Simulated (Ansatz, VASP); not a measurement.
This is a calculation of Br for VASP 6.6.1.

Contents of INCAR:

```
  ALGO = Normal
  EDIFF = 1E-6
  ENCUT = 500
  GGA = LIBXC
  GGA_COMPAT = F
  ISIF = 2
  ISMEAR = 0
  LASPH = T
  LCHARG = F
  LIBXC1 = GGA_X_PBE_R
  LIBXC2 = LDA_C_PW
  LNONCOLLINEAR = T
  LORBIT = 11
  LREAL = F
  LWAVE = F
  MAGMOM = 0 0 0.5
  NBANDS = 18
  NELM = 200
  PREC = Accurate
  SIGMA = 0.025
```

Contents of KPOINTS:

```
k-points
0
Gamma
  10 10 10
```

POSCAR

```
Br
1.0
   -1.4139377815      1.4139377815      3.5535064628
    1.4139377815     -1.4139377815      3.5535064628
    1.4139377815      1.4139377815     -3.5535064628
Br
1
Direct
    0.0000000000      0.0000000000      0.0000000000
```

Potentials or basis: VASP PAW PBE potentials, release 64 (Br).

Launch:

```sh
$ cat potpaw_PBE.64/Br/POTCAR > POTCAR
$ mpirun -np 1 vasp_ncl > vasp.out
```

Problem. Set up the same calculation for Ansatz 0.2.0. Potentials there: all-electron LAPW, point nuclei.

Solution. As run (the cutoff follows the program's own potentials):

File input.yaml:

```yaml
crystal:
  lattice:
    - [-1.4139377815, 1.4139377815, 3.5535064628]
    - [1.4139377815, -1.4139377815, 3.5535064628]
    - [1.4139377815, 1.4139377815, -3.5535064628]
  atoms:
    - { symbol: Br, position: [0.0, 0.0, 0.0], spin: 0.5, spin_axis: [0.0, 0.0, 1.0] }
kpoints:
  mp_grid: { grid: [10, 10, 10] }
scf:
  occupations: { method: gaussian, width: 0.025 }
hamiltonian:
  xc: { exchange: revpbe, correlation: lda }
  pseudopotentials:
    kind: all_electron
    lapw: { basis_error: 0.002 }
    nuclear_model: point
magnetization:
  noncollinear: true
output:
  forces: true
  stress: true
  eigenvalues: true
```

Potentials or basis: all-electron LAPW, point nuclei.

Run with:

```sh
$ ansatz run input.yaml --threads 1 --pin off --max-ram 2560MiB --backend cpu --events-out ev --progress --plain --runs-dir out
```

Both were run:

|  | VASP | Ansatz | Ansatz less VASP |
| --- | --- | --- | --- |
| gap on the k mesh at the Fermi level (eV) | none | none | - |
| pressure (GPa) | 8.6 | 8.6 | +0.07 |
| traceless stress, the component that is largest in VASP (GPa) | -3.07 | -3.09 | -0.023 |
| net moment per atom (μB) | 0.00 | 0.00 | 0.000 |

VASP's potentials were made for PBE, not for revpbe exchange, lda correlation. A gap of «none» marks a metal or a gap that the smearing closes. Ansatz ran all-electron here, and VASP with PAW potentials.

Noted on Ansatz's run: the k mesh is thin for a metal, which can move the energy by tens of meV per atom.
